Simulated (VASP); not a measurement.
Write the native input for VASP 6.6.1 that does the following.

| Property | Result |
| --- | --- |
| Task | dielectric tensor |
| Functional | r2SCAN |
| Potentials or basis | VASP PAW PBE potentials, release 64 (Mg, Se) |
| Cutoff | 580 eV |
| k mesh | 6 × 6 × 6 |
| Occupations | gaussian, width 0.01 eV |
| Spin | no spin polarisation |
| Dipole correction | no |
| Further INCAR settings | ALGO = Normal; EDIFF = 1e-08 |

The structure of MgSe lies in POSCAR:

```
MgSe
1.0
    0.0000000000      2.7362756101      2.7362756101
    2.7362756101      0.0000000000      2.7362756101
    2.7362756101      2.7362756101      0.0000000000
Mg Se
1 1
Direct
    0.0000000000      0.0000000000      0.0000000000
    0.5000000000      0.5000000000      0.5000000000
```

The input as run:

INCAR

```
  ALGO = Normal
  EDIFF = 1E-8
  ENCUT = 580
  GGA_COMPAT = F
  ISIF = 2
  ISMEAR = 0
  LASPH = T
  LCALCEPS = T
  LCHARG = F
  LMIXTAU = T
  LREAL = F
  LWAVE = F
  METAGGA = R2SCAN
  NELM = 120
  PREC = Accurate
  SIGMA = 0.01
```

KPOINTS

```
k-points
0
Gamma
  6 6 6
```

Potentials or basis: VASP PAW PBE potentials, release 64 (Mg, Se).

The run is started by

```console
$ cat potpaw_PBE.64/Mg/POTCAR potpaw_PBE.64/Se/POTCAR > POTCAR
$ mpirun -np 1 vasp_std > vasp.out
```

Results of the run:

```json
{"Band gap on the k mesh": "2.44 eV (least direct gap 3.41 eV)", "Electronic dielectric tensor (diagonal)": "5.65", "Born charges (mean of the diagonal)": "Mg +2.40; Se -2.40 e"}
```

Run time: 32 min on 1 thread of AMD EPYC 7R43 64-Core Processor (Zen 3), on a shared host, peak memory 0.25 GiB.
